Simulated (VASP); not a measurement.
# N (P2_13) in VASP: a series of runs

Runs on N. Level: r2SCAN. Tasks: single point.

Everything below comes from runs of VASP 6.6.1. Logs are shortened: lines on timing, memory, paths and dates and some standing lists are left out, and cuts for length are marked.

### 1 The cell of the first run

The structure is cubic, space group P2_13 (No. 198). Conventional cell: a = 5.560 Å, b = 5.560 Å, c = 5.560 Å, α = 90.00°, β = 90.00°, γ = 90.00°. N (site symmetry 3) has 12 N at 3.93 Å within 5.2 Å.

### 2 Single point, r2SCAN, collinear spin, ferromagnetic start

The input, POSCAR:

```
N
1.0
    5.5595562580      0.0000000000      0.0000000000
    0.0000000000      5.5595562580      0.0000000000
    0.0000000000      0.0000000000      5.5595562580
N
4
Direct
    0.0003698838      0.0003698838      0.0003698838
    0.4996301162      0.9996301162      0.5003698838
    0.5003698838      0.4996301162      0.9996301162
    0.9996301162      0.5003698838      0.4996301162
```

The input, INCAR.step1:

```
ALGO = Normal ; EDIFF = 1E-4
ENCUT = 520 ; GGA = PE
ISMEAR = 0 ; ISPIN = 2
LASPH = T ; LCHARG = F
LREAL = F ; LWAVE = T
MAGMOM = 3.23 3.23 3.23 3.23 ; NBANDS = 22
NELM = 150 ; PREC = Accurate
SIGMA = 0.02
```

The input, INCAR.step2:

```
ALGO = Normal ; EDIFF = 1E-6
ENCUT = 520 ; ISIF = 2
ISMEAR = 0 ; ISPIN = 2
ISTART = 1 ; LASPH = T
LCHARG = F ; LMIXTAU = T
LORBIT = 11 ; LREAL = F
LWAVE = F ; MAGMOM = 3.23 3.23 3.23 3.23
METAGGA = R2SCAN ; NBANDS = 22
NELM = 150 ; PREC = Accurate
SIGMA = 0.02
```

The input, KPOINTS:

```
k-points
0
Gamma
  4 4 4
```

Potentials or basis: VASP PAW PBE potentials, release 64 (N).

Run with:

```console
$ cat potpaw_PBE.64/N/POTCAR > POTCAR
$ cp INCAR.step1 INCAR
$ mpirun -np 1 vasp_std > vasp.out
$ cp INCAR.step2 INCAR
$ mpirun -np 1 vasp_std > vasp.out
```

OUTCAR:

```text
EDIFF = 1E-6
   ENCUT = 520
   ISIF = 2
   ISMEAR = 0
   ISPIN = 2
   ISTART = 1
   LASPH = T
   LORBIT = 11
   LREAL = F
   METAGGA = R2SCAN
   NELM = 150
   PREC = Accurate

 ion  position               nearest neighbor table
   1  0.000  0.000  0.000-
   2  0.500  1.000  0.500-
   3  0.500  0.500  1.000-
   4  1.000  0.500  0.500-

  LATTYP: Found a simple cubic cell.
 ALAT       =     5.5595562580

  Lattice vectors:

 A1 = (   5.5595562580,   0.0000000000,   0.0000000000)
 A2 = (   0.0000000000,   5.5595562580,   0.0000000000)
 A3 = (   0.0000000000,   0.0000000000,   5.5595562580)

Analysis of symmetry for initial positions (statically):
=====================================================================
 Subroutine PRICEL returns:
 Original cell was already a primitive cell.

 Routine SETGRP: Setting up the symmetry group for a
 simple cubic supercell.

 Subroutine GETGRP returns: Found 12 space group operations
 (whereof  3 operations were pure point group operations)
 out of a pool of 48 trial point group operations.

The static configuration has the point symmetry C_3 .
 The point group associated with its full space group is T   .

Analysis of symmetry for dynamics (positions and initial velocities):
=====================================================================
 Subroutine PRICEL returns:
 Original cell was already a primitive cell.

 Routine SETGRP: Setting up the symmetry group for a
 simple cubic supercell.

 Subroutine GETGRP returns: Found 12 space group operations
 (whereof  3 operations were pure point group operations)
 out of a pool of 48 trial point group operations.

The dynamic configuration has the point symmetry C_3 .
 The point group associated with its full space group is T   .

Analysis of structural, dynamic, and magnetic symmetry:
=====================================================================
 Subroutine PRICEL returns:
 Original cell was already a primitive cell.

 Routine SETGRP: Setting up the symmetry group for a
 simple cubic supercell.

 Subroutine GETGRP returns: Found 12 space group operations
 (whereof  3 operations were pure point group operations)
 out of a pool of 48 trial point group operations.

The overall configuration has the point symmetry C_3 .
 The point group associated with its full space group is T   .

 Subroutine INISYM returns: Found 12 space group operations
 (whereof  3 operations are pure point group operations),
 and found     1 'primitive' translations

----------------------------------------------------------------------------------------

                                     Primitive cell

  volume of cell :     171.8385

  direct lattice vectors                    reciprocal lattice vectors
     5.559556258  0.000000000  0.000000000     0.179870471  0.000000000  0.000000000
     0.000000000  5.559556258  0.000000000     0.000000000  0.179870471  0.000000000
     0.000000000  0.000000000  5.559556258     0.000000000  0.000000000  0.179870471

  length of vectors
     5.559556258  5.559556258  5.559556258     0.179870471  0.179870471  0.179870471

  position of ions in fractional coordinates (direct lattice)
     0.000369884  0.000369884  0.000369884
     0.499630116  0.999630116  0.500369884
     0.500369884  0.499630116  0.999630116
     0.999630116  0.500369884  0.499630116

  ion indices of the primitive-cell ions
   primitive index   ion index
                 1           1
                 2           2
                 3           3
                 4           4

----------------------------------------------------------------------------------------

 KPOINTS: k-points

Automatic generation of k-mesh.
 Grid dimensions read from file:
 generate k-points for:    4    4    4

 Generating k-lattice:

  Cartesian coordinates                     Fractional coordinates (reciprocal lattice)
     0.044967618  0.000000000  0.000000000     0.250000000  0.000000000  0.000000000
     0.000000000  0.044967618  0.000000000     0.000000000  0.250000000  0.000000000
     0.000000000  0.000000000  0.044967618     0.000000000  0.000000000  0.250000000

  Length of vectors
     0.044967618  0.044967618  0.044967618

  Shift w.r.t. Gamma in fractional coordinates (k-lattice)
     0.000000000  0.000000000  0.000000000

 Subroutine IBZKPT returns following result:
 ===========================================

 Found     11 irreducible k-points:

 Following reciprocal coordinates:
            Coordinates               Weight
  0.000000  0.000000  0.000000      1.000000
  0.250000  0.000000  0.000000      6.000000
  0.500000  0.000000  0.000000      3.000000
  0.250000  0.250000  0.000000     12.000000
  0.500000  0.250000  0.000000      6.000000
 -0.250000  0.500000  0.000000      6.000000
  0.500000  0.500000  0.000000      3.000000
  0.250000  0.250000  0.250000      8.000000
  0.500000  0.250000  0.250000     12.000000
  0.500000  0.500000  0.250000      6.000000
  0.500000  0.500000  0.500000      1.000000
   k-points           NKPTS =     11   k-points in BZ     NKDIM =     11   number of bands    NBANDS=     22
   number of dos      NEDOS =    301   number of ions     NIONS =      4
   total plane-waves  NPLWV =  74088
   dimension x,y,z NGX =    42 NGY =   42 NGZ =   42
   dimension x,y,z NGXF=    84 NGYF=   84 NGZF=   84
   ions per type =               4
   NGX,Y,Z   is equivalent  to a cutoff of  12.56, 12.56, 12.56 a.u.
   NGXF,Y,Z  is equivalent  to a cutoff of  25.12, 25.12, 25.12 a.u.
 SYSTEM =  unknown system
   PREC   = accura    normal or accurate (medium, high low for compatibility)
   ISTART =      1    job   : 0-new  1-cont  2-samecut
   ICHARG =      0    charge: 1-file 2-atom 10-const
   ISPIN  =      2    spin polarized calculation?
   LNONCOLLINEAR =      F non collinear calculations
   LSORBIT =      F    spin-orbit coupling
   LASPH  =      T    aspherical Exc in radial PAW
   ENCUT  =  520.0 eV  38.22 Ry    6.18 a.u.  10.34 10.34 10.34*2*pi/ulx,y,z
   NELM   =    150;   NELMIN=  2; NELMDL=  0     # of ELM steps
   EDIFF  = 0.1E-05   stopping-criterion for ELM
   LREAL  =      F    real-space projection
   EDIFFG = 0.1E-04   stopping-criterion for IOM
   NSW    =      0    number of steps for IOM
   IBRION =     -1    ionic relax: 0-MD 1-quasi-New 2-CG
   NFREE  =      0    steps in history (QN), initial steepest desc. (CG)
   ISIF   =      2    stress and relaxation
   ISYM   =      2    0-nonsym 1-usesym 2-fastsym
   POTIM  = 0.5000    time-step for ionic-motion
   TEBEG  =    0.0;   TEEND  =   0.0 temperature during run
   PSTRESS=    0.0 pullay stress
   NELECT =      20.0000    total number of electrons
   NUPDOWN=      -1.0000    fix difference up-down
   EMIN   =  10.00;   EMAX   =-10.00  energy-range for DOS
   EFERMI =   0.00;   METHOD = LEGACY
   ISMEAR =     0;   SIGMA  =   0.02  broadening in eV -4-tet -1-fermi 0-gaus
   EFERMI_NEDOS =   21; number of points for ismear=-14 and -15
   IALGO  =     38    algorithm
   IMIX   =      4    mixing-type and parameters
     AMIX     =   0.40;   BMIX     =  1.00
     AMIX_MAG =   1.60;   BMIX_MAG =  1.00
  volume/ion in A,a.u.               =      42.96       289.91
  Fermi-wavevector in a.u.,A,eV,Ry     =   0.799303  1.510463  8.692559  0.638885
  Thomas-Fermi vector in A             =   1.906380
   LORBIT       =     11    0 simple, 1 ext, 2 COOP (PROOUT), +10 PAW based schemes
   METAGGA = R2SCAN    functional components
   LHFCALC =     F    Hartree Fock is set to
   AEXX    =    0.0000 exact exchange contribution
   IVDW    =     0    specifies the selected vdW correction
   LEPSILON=     F    determine dielectric tensor
   LRPA    =     F    only Hartree local field effects (RPA)
 spin polarized calculation
 Gauss-broadening in eV      SIGMA  =   0.02
  energy-cutoff  :      520.00
  volume of cell :      171.84
 maximum number of plane-waves:      4680
 NGX is ok and might be reduce to    42
   NGX = 21   NGY = 21   NGZ = 21

 number of electron      19.9999994 magnetization      11.9999984

 Free energy of the ion-electron system (eV)
  ---------------------------------------------------
  ext. energy  EPLUGINS =         0.00000000
  ---------------------------------------------------
  free energy    TOTEN  =       -17.77292462 eV

  energy without entropy =      -17.77292462  energy(sigma->0) =      -17.77292462

 E-fermi :  -6.5682     XC(G=0):  -4.3545

 val. band max:       -6.7372991361   @ k =   0.0000   0.0000   0.0000
 cond. band min:      -2.1916508856   @ k =   0.5000   0.5000   0.5000
 fundamental gap:      4.5456482505
 Fermi energy:        -6.5682380311

 spin component 1

 k-point     1 :       0.0000    0.0000    0.0000
  band No.  band energies     occupation
      1     -19.6300      1.00000
      2     -19.4588      1.00000
      3     -19.4588      1.00000
      4     -19.4588      1.00000
      5      -7.3773      1.00000
      6      -7.3773      1.00000
[... 248 lines left out ...]
      5      -7.4492      1.00000
      6      -7.4492      1.00000
[... 14 lines left out ...]
     21       4.9865      0.00000
     22       4.9865      0.00000
 Fermi energy:        -6.5682380311

 spin component 2

 k-point     1 :       0.0000    0.0000    0.0000
  band No.  band energies     occupation
      1     -13.5869      1.00000
      2     -13.2580      1.00000
      3     -13.2580      1.00000
      4     -13.2580      1.00000
      5      -2.0056      0.00000
      6      -2.0056      0.00000
[... 249 lines left out ...]
      6      -2.1917      0.00000
[... 14 lines left out ...]
     21       8.2251      0.00000
     22       8.2251      0.00000

------------------------ aborting loop because EDIFF is reached ----------------------------------------

  FORCE on cell =-STRESS in cart. coord.  units (eV):
  Direction    XX          YY          ZZ          XY          YZ          ZX
  --------------------------------------------------------------------------------------
  -------------------------------------------------------------------------------------
  Total       -0.1311836     -0.1311836     -0.1311836      0.0000000      0.0000000      0.0000000
  in kB       -1.2231219     -1.2231219     -1.2231219      0.0000000      0.0000000      0.0000000
  external PRESSURE =      -1.2231219 kB  Pullay stress =       0.0000000 kB

 VOLUME and BASIS-vectors are now :
 -----------------------------------------------------------------------------
  energy-cutoff  :      520.00
  volume of cell :      171.84
      direct lattice vectors                 reciprocal lattice vectors
     5.559556258  0.000000000  0.000000000     0.179870471  0.000000000  0.000000000
     0.000000000  5.559556258  0.000000000     0.000000000  0.179870471  0.000000000
     0.000000000  0.000000000  5.559556258     0.000000000  0.000000000  0.179870471

 POSITION                                       TOTAL-FORCE (eV/Angst)
 -----------------------------------------------------------------------------------
      0.00206      0.00206      0.00206        -0.000116     -0.000116     -0.000116
      2.77772      5.55750      2.78183         0.000116      0.000116     -0.000116
      2.78183      2.77772      5.55750        -0.000116      0.000116      0.000116
      5.55750      2.78183      2.77772         0.000116     -0.000116      0.000116
 -----------------------------------------------------------------------------------
    total drift:                               -0.000000      0.000000      0.000000

  FREE ENERGIE OF THE ION-ELECTRON SYSTEM (eV)
  ---------------------------------------------------
  free  energy   TOTEN  =       -17.7729246205 eV

  energy  without entropy=      -17.7729246205  energy(sigma->0) =      -17.77292462

 total charge

# of ion       s       p       d       tot
------------------------------------------
    1        1.360   1.938   0.000   3.297
    2        1.360   1.938   0.000   3.297
    3        1.360   1.938   0.000   3.297
    4        1.360   1.938   0.000   3.297
--------------------------------------------------
tot          5.439   7.751   0.000  13.190

 magnetization (x)

# of ion       s       p       d       tot
------------------------------------------
    1        0.049   1.938   0.000   1.986
    2        0.049   1.938   0.000   1.986
    3        0.049   1.938   0.000   1.986
    4        0.049   1.938   0.000   1.986
--------------------------------------------------
tot          0.195   7.751   0.000   7.945
```

It took 8.1 min on 1 thread of Oxide Virtual Turin-like, shared host; peak memory 0.33 GiB.

Results:

- Free energy: -17.7729 eV
- Pressure: -0.1 GPa
- Band gap on the k mesh: 4.55 eV
- Net moment: 12.00 μB per cell
- Site moments: N +1.99 μB
- Valence electrons inside the program's atomic spheres: N 3.30

Caveat: the PAW data sets were made with another functional, which shifts forces and pressure a little.

(Part 1 of 2 ends here.)
